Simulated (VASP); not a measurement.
# WC (Imm2) in VASP: single point with r2SCAN

Aim: the single point of WC with r2SCAN.

Program: VASP 6.6.1. These are calculated values, not measurements. Logs are shortened: lines on timing, memory, paths and dates and some standing lists are left out, and cuts for length are marked.

## (1) The cell of the first run

It takes space group Imm2 (No. 44, orthorhombic). Conventional cell: a = 3.101 Å, b = 4.385 Å, c = 3.101 Å, α = 90.00°, β = 90.00°, γ = 90.00°. W (site symmetry mm2) has 6 C at 2.18 to 2.21 Å within 2.9 Å. Within 2.9 Å of C (site symmetry mm2) lie 6 W at 2.18 to 2.21 Å.

## (2) Single point, r2SCAN

Contents of POSCAR:

```
WC
1.0
    0.0000000000      2.1926840000      2.1926840000
    2.1926840000      0.0000000000      2.1926840000
    2.1926840000      2.1926840000      0.0000000000
W C
1 1
Direct
   -0.0080621145      0.0000000000      0.0000000000
    0.5000000000      0.5000000000      0.5000000000
```

Contents of INCAR.step1:

```
ALGO = Normal ; EDIFF = 1E-4
ENCUT = 520 ; GGA = PE
ISMEAR = 0 ; LASPH = True
LCHARG = False ; LREAL = False
LWAVE = True ; NBANDS = 16
NELM = 80 ; PREC = Accurate
SIGMA = 0.15
```

Contents of INCAR.step2:

```
ALGO = Normal ; EDIFF = 1E-6
ENCUT = 520 ; ISIF = 2
ISMEAR = 0 ; ISTART = 1
LASPH = True ; LCHARG = False
LMIXTAU = True ; LREAL = False
LWAVE = False ; METAGGA = R2SCAN
NBANDS = 16 ; NELM = 80
PREC = Accurate ; SIGMA = 0.15
```

Contents of KPOINTS:

```
k-points
0
Gamma
  18 18 18
```

Potentials or basis: VASP PAW PBE potentials, release 64 (W_sv, C).

Started as:

```sh
> cat potpaw_PBE.64/W_sv/POTCAR potpaw_PBE.64/C/POTCAR > POTCAR
> cp INCAR.step1 INCAR
> mpirun -np 1 vasp_std > vasp.out
> cp INCAR.step2 INCAR
> mpirun -np 1 vasp_std > vasp.out
```

OUTCAR:

```text
EDIFF = 1E-6
   ENCUT = 520
   ISIF = 2
   ISMEAR = 0
   ISTART = 1
   LASPH = True
   LREAL = False
   METAGGA = R2SCAN
   NELM = 80
   PREC = Accurate

 ion  position               nearest neighbor table
   1  0.992  0.000  0.000-   2 2.18   2 2.18   2 2.19   2 2.19   2 2.21   2 2.21
   2  0.500  0.500  0.500-   1 2.18   1 2.18   1 2.19   1 2.19   1 2.21   1 2.21

  LATTYP: Found a face centered cubic cell.
 ALAT       =     4.3853680000

  Lattice vectors:

 A1 = (   0.0000000000,   2.1926840000,   2.1926840000)
 A2 = (   2.1926840000,   0.0000000000,   2.1926840000)
 A3 = (   2.1926840000,   2.1926840000,   0.0000000000)

Analysis of symmetry for initial positions (statically):
=====================================================================
 Subroutine PRICEL returns:
 Original cell was already a primitive cell.

 Routine SETGRP: Setting up the symmetry group for a
 face centered cubic supercell.

 Subroutine GETGRP returns: Found  4 space group operations
 (whereof  4 operations were pure point group operations)
 out of a pool of 48 trial point group operations.

The static configuration has the point symmetry C_2v.

Analysis of symmetry for dynamics (positions and initial velocities):
=====================================================================
 Subroutine PRICEL returns:
 Original cell was already a primitive cell.

 Routine SETGRP: Setting up the symmetry group for a
 face centered cubic supercell.

 Subroutine GETGRP returns: Found  4 space group operations
 (whereof  4 operations were pure point group operations)
 out of a pool of 48 trial point group operations.

The dynamic configuration has the point symmetry C_2v.

 Subroutine INISYM returns: Found  4 space group operations
 (whereof  4 operations are pure point group operations),
 and found     1 'primitive' translations

----------------------------------------------------------------------------------------

                                     Primitive cell

  volume of cell :      21.0842

  direct lattice vectors                    reciprocal lattice vectors
     0.000000000  2.192684000  2.192684000    -0.228031034  0.228031034  0.228031034
     2.192684000  0.000000000  2.192684000     0.228031034 -0.228031034  0.228031034
     2.192684000  2.192684000  0.000000000     0.228031034  0.228031034 -0.228031034

  length of vectors
     3.100923451  3.100923451  3.100923451     0.394961337  0.394961337  0.394961337

  position of ions in fractional coordinates (direct lattice)
     0.991937886  0.000000000  0.000000000
     0.500000000  0.500000000  0.500000000

  ion indices of the primitive-cell ions
   primitive index   ion index
                 1           1
                 2           2

----------------------------------------------------------------------------------------

 KPOINTS: k-points

Automatic generation of k-mesh.
 Grid dimensions read from file:
 generate k-points for:   18   18   18

 Generating k-lattice:

  Cartesian coordinates                     Fractional coordinates (reciprocal lattice)
    -0.012668391  0.012668391  0.012668391     0.055555556  0.000000000  0.000000000
     0.012668391 -0.012668391  0.012668391     0.000000000  0.055555556  0.000000000
     0.012668391  0.012668391 -0.012668391     0.000000000  0.000000000  0.055555556

  Length of vectors
     0.021942296  0.021942296  0.021942296

  Shift w.r.t. Gamma in fractional coordinates (k-lattice)
     0.000000000  0.000000000  0.000000000

 Subroutine IBZKPT returns following result:
 ===========================================

 Found    865 irreducible k-points:

 Following reciprocal coordinates:
            Coordinates               Weight
  0.000000  0.000000  0.000000      1.000000
  0.055556  0.000000  0.000000      4.000000
  0.000000  0.055556  0.000000      4.000000
  0.111111  0.000000  0.000000      4.000000
  0.000000  0.111111  0.000000      4.000000
  0.166667  0.000000  0.000000      4.000000
[... 16 lines left out ...]
  0.000000  0.111111  0.055556      4.000000
  0.055556  0.000000  0.111111      8.000000
 [... further k-points ...]
   k-points           NKPTS =    865   k-points in BZ     NKDIM =    865   number of bands    NBANDS=     16
   number of dos      NEDOS =    301   number of ions     NIONS =      2
   total plane-waves  NPLWV =  13824
   dimension x,y,z NGX =    24 NGY =   24 NGZ =   24
   dimension x,y,z NGXF=    48 NGYF=   48 NGZF=   48
   ions per type =               1   1
   NGX,Y,Z   is equivalent  to a cutoff of  12.87, 12.87, 12.87 a.u.
   NGXF,Y,Z  is equivalent  to a cutoff of  25.73, 25.73, 25.73 a.u.
 SYSTEM =  unknown system
   PREC   = accura    normal or accurate (medium, high low for compatibility)
   ISTART =      1    job   : 0-new  1-cont  2-samecut
   ICHARG =      0    charge: 1-file 2-atom 10-const
   ISPIN  =      1    spin polarized calculation?
   LNONCOLLINEAR =      F non collinear calculations
   LSORBIT =      F    spin-orbit coupling
   LASPH  =      T    aspherical Exc in radial PAW
   ENCUT  =  520.0 eV  38.22 Ry    6.18 a.u.   5.77  5.77  5.77*2*pi/ulx,y,z
   NELM   =     80;   NELMIN=  2; NELMDL=  0     # of ELM steps
   EDIFF  = 0.1E-05   stopping-criterion for ELM
   LREAL  =      F    real-space projection
   EDIFFG = 0.1E-04   stopping-criterion for IOM
   NSW    =      0    number of steps for IOM
   IBRION =     -1    ionic relax: 0-MD 1-quasi-New 2-CG
   NFREE  =      0    steps in history (QN), initial steepest desc. (CG)
   ISIF   =      2    stress and relaxation
   ISYM   =      2    0-nonsym 1-usesym 2-fastsym
   POTIM  = 0.5000    time-step for ionic-motion
   TEBEG  =    0.0;   TEEND  =   0.0 temperature during run
   PSTRESS=    0.0 pullay stress
   NELECT =      18.0000    total number of electrons
   NUPDOWN=      -1.0000    fix difference up-down
   EMIN   =  10.00;   EMAX   =-10.00  energy-range for DOS
   EFERMI =   0.00;   METHOD = LEGACY
   ISMEAR =     0;   SIGMA  =   0.15  broadening in eV -4-tet -1-fermi 0-gaus
   EFERMI_NEDOS =   21; number of points for ismear=-14 and -15
   IALGO  =     38    algorithm
   IMIX   =      4    mixing-type and parameters
     AMIX     =   0.40;   BMIX     =  1.00
     AMIX_MAG =   1.60;   BMIX_MAG =  1.00
  volume/ion in A,a.u.               =      10.54        71.14
  Fermi-wavevector in a.u.,A,eV,Ry     =   1.553029  2.934800 32.815887  2.411900
  Thomas-Fermi vector in A             =   2.657319
   LORBIT       =      0    0 simple, 1 ext, 2 COOP (PROOUT), +10 PAW based schemes
   METAGGA = R2SCAN    functional components
   LHFCALC =     F    Hartree Fock is set to
   AEXX    =    0.0000 exact exchange contribution
   IVDW    =     0    specifies the selected vdW correction
   LEPSILON=     F    determine dielectric tensor
   LRPA    =     F    only Hartree local field effects (RPA)
 non-spin polarized calculation
 Gauss-broadening in eV      SIGMA  =   0.15
  energy-cutoff  :      520.00
  volume of cell :       21.08
 maximum number of plane-waves:       588
   NGX = 11   NGY = 11   NGZ = 11

 number of electron      18.0000001 magnetization

 Free energy of the ion-electron system (eV)
  ---------------------------------------------------
  ext. energy  EPLUGINS =         0.00000000
  ---------------------------------------------------
  free energy    TOTEN  =       -60.62796724 eV

  energy without entropy =      -60.61950047  energy(sigma->0) =      -60.62373385

 E-fermi :  12.3970     XC(G=0): -14.8511

 val. band max:       12.3859977555   @ k =   0.1111   0.0556   0.1667
 cond. band min:      12.3984654654   @ k =   0.0000   0.2778   0.2778
 fundamental gap:      0.0124677100
 Fermi energy:        12.3969860437

 k-point     1 :       0.0000    0.0000    0.0000
  band No.  band energies     occupation
      1     -65.0560      2.00000
      2     -28.3912      2.00000
      3     -28.3911      2.00000
      4     -28.3909      2.00000
      5      -4.3054      2.00000
      6       9.5425      2.00000
[... 8 lines left out ...]
     15      22.9972      0.00000
     16      36.2266      0.00000

 k-point     2 :       0.0556    0.0000    0.0000
  band No.  band energies     occupation
      1     -65.0548      2.00000
      2     -28.4107      2.00000
      3     -28.3933      2.00000
      4     -28.3930      2.00000
      5      -4.2158      2.00000
      6       9.1824      2.00000
[... 8 lines left out ...]
     15      23.2036      0.00000
     16      35.2420      0.00000

 k-point     3 :       0.0000    0.0556    0.0000
  band No.  band energies     occupation
      1     -65.0548      2.00000
      2     -28.4108      2.00000
      3     -28.3932      2.00000
      4     -28.3931      2.00000
      5      -4.2158      2.00000
      6       9.1768      2.00000
[... 8 lines left out ...]
     15      23.2036      0.00000
     16      35.2454      0.00000

 k-point     4 :       0.1111    0.0000    0.0000
  band No.  band energies     occupation
      1     -65.0512      2.00000
      2     -28.4671      2.00000
      3     -28.3992      2.00000
      4     -28.3989      2.00000
      5      -3.9518      2.00000
      6       8.3865      2.00000
[... 8 lines left out ...]
     15      23.7776      0.00000
     16      33.4344      0.00000

 k-point     5 :       0.0000    0.1111    0.0000
  band No.  band energies     occupation
      1     -65.0512      2.00000
      2     -28.4672      2.00000
      3     -28.3991      2.00000
      4     -28.3990      2.00000
      5      -3.9517      2.00000
      6       8.3735      2.00000
[... 8 lines left out ...]
     15      23.7777      0.00000
     16      33.4364      0.00000

 k-point     6 :       0.1667    0.0000    0.0000
  band No.  band energies     occupation
      1     -65.0457      2.00000
      2     -28.5524      2.00000
      3     -28.4082      2.00000
      4     -28.4080      2.00000
      5      -3.5277      2.00000
      6       7.4209      2.00000
[... 8 lines left out ...]
     15      24.5585      0.00000
     16      31.7381      0.00000

 k-point     7 :       0.0000    0.1667    0.0000
  band No.  band energies     occupation
      1     -65.0457      2.00000
      2     -28.5525      2.00000
      3     -28.4081      2.00000
      4     -28.4080      2.00000
      5      -3.5275      2.00000
      6       7.4099      2.00000
[... 8 lines left out ...]
     15      24.5592      0.00000
     16      31.7385      0.00000

 k-point     8 :       0.2222    0.0000    0.0000
  band No.  band energies     occupation
      1     -65.0389      2.00000
      2     -28.6556      2.00000
      3     -28.4193      2.00000
      4     -28.4190      2.00000
      5      -2.9658      2.00000
      6       6.3966      2.00000
[... 8 lines left out ...]
     15      25.2220      0.00000
     16      30.7624      0.00000

 k-point     9 :       0.0000    0.2222    0.0000
  band No.  band energies     occupation
      1     -65.0389      2.00000
      2     -28.6557      2.00000
      3     -28.4192      2.00000
      4     -28.4191      2.00000
      5      -2.9655      2.00000
      6       6.3899      2.00000
[... 8 lines left out ...]
     15      25.2248      0.00000
     16      30.7530      0.00000
[... 172 lines left out ...]
 k-point    19 :       0.0000    0.5000    0.0000
  band No.  band energies     occupation
      1     -65.0145      2.00000
      2     -29.0136      2.00000
      3     -28.4587      2.00000
      4     -28.4586      2.00000
      5       0.3375      2.00000
      6       2.2119      2.00000
[... 8 lines left out ...]
     15      24.7313      0.00000
     16      24.7336      0.00000

 k-point    20 :       0.0556    0.0556    0.0000
  band No.  band energies     occupation
      1     -65.0543      2.00000
      2     -28.4095      2.00000
      3     -28.3979      2.00000
      4     -28.3976      2.00000
      5      -4.1867      2.00000
      6       9.3059      2.00000
[... 8 lines left out ...]
     15      23.2729      0.00000
     16      35.1268      0.00000

 k-point    21 :       0.0000    0.0556    0.0556
  band No.  band energies     occupation
      1     -65.0543      2.00000
      2     -28.4092      2.00000
      3     -28.3980      2.00000
      4     -28.3978      2.00000
      5      -4.1867      2.00000
      6       9.2559      2.00000
[... 8 lines left out ...]
     15      23.2729      0.00000
     16      35.1302      0.00000

 k-point    22 :       0.1111    0.0556    0.0000
  band No.  band energies     occupation
      1     -65.0515      2.00000
      2     -28.4513      2.00000
      3     -28.4061      2.00000
      4     -28.4009      2.00000
      5      -3.9832      2.00000
      6       8.4625      2.00000
[... 8 lines left out ...]
     15      23.7277      0.00000
     16      33.6781      0.00000

 k-point    23 :       0.0000    0.1111    0.0556
  band No.  band energies     occupation
      1     -65.0515      2.00000
      2     -28.4513      2.00000
      3     -28.4061      2.00000
      4     -28.4009      2.00000
      5      -3.9832      2.00000
      6       8.4493      2.00000
[... 8 lines left out ...]
     15      23.7278      0.00000
     16      33.6804      0.00000

 k-point    24 :       0.0556    0.0000    0.1111
  band No.  band energies     occupation
      1     -65.0515      2.00000
      2     -28.4514      2.00000
      3     -28.4061      2.00000
      4     -28.4008      2.00000
      5      -3.9832      2.00000
      6       8.4521      2.00000
[... 8 lines left out ...]
     15      23.7278      0.00000
     16      33.6788      0.00000

 [... further k-points ...]
[... 5 lines left out ...]
  --------------------------------------------------------------------------------------
  -------------------------------------------------------------------------------------
  Total       -0.4827735     -0.4602301     -0.4602301      0.0000000      0.0009199      0.0000000
  in kB      -36.6856195    -34.9725611    -34.9725611      0.0000000      0.0699058      0.0000000
  external PRESSURE =     -35.5435806 kB  Pullay stress =       0.0000000 kB

 VOLUME and BASIS-vectors are now :
 -----------------------------------------------------------------------------
  energy-cutoff  :      520.00
  volume of cell :       21.08
      direct lattice vectors                 reciprocal lattice vectors
     0.000000000  2.192684000  2.192684000    -0.228031034  0.228031034  0.228031034
     2.192684000  0.000000000  2.192684000     0.228031034 -0.228031034  0.228031034
     2.192684000  2.192684000  0.000000000     0.228031034  0.228031034 -0.228031034

 POSITION                                       TOTAL-FORCE (eV/Angst)
 -----------------------------------------------------------------------------------
      0.00000      2.17501      2.17501         0.000000      0.092823      0.092823
      2.19268      2.19268      2.19268        -0.000000     -0.092823     -0.092823
 -----------------------------------------------------------------------------------
    total drift:                               -0.000000     -0.000175     -0.000175

  FREE ENERGIE OF THE ION-ELECTRON SYSTEM (eV)
  ---------------------------------------------------
  free  energy   TOTEN  =       -60.6279672384 eV

  energy  without entropy=      -60.6195004653  energy(sigma->0) =      -60.62373385
```

Wall time 10 min (1 thread of Intel Xeon Platinum 8559C (Emerald Rapids), shared host); peak memory 0.39 GiB.

What came out:

* Free energy: -60.6280 eV
* Pressure: -3.6 GPa
* Largest force: 0.131 eV/Å
* Band gap on the k mesh: zero (bands 9 and 10 overlap by 3.29 eV)

Forces on the atoms (eV/Å):
```
W    0.000  0.093  0.093
C    0.000 -0.093 -0.093
```

Stress tensor (GPa, compression positive):
```
-3.67  0.00  0.00
 0.00 -3.50  0.01
 0.00  0.01 -3.50
```

Caveat: the cell differs from its parent crystal (all W atoms moved +0.025 Å, as atom 1 towards its neighbour atom 1 (W) at 3.101 Å); the cell stands under tension; the PAW data sets were made with another functional, which shifts forces and pressure a little; spin-orbit coupling is left out, which moves the levels of the heavy elements.
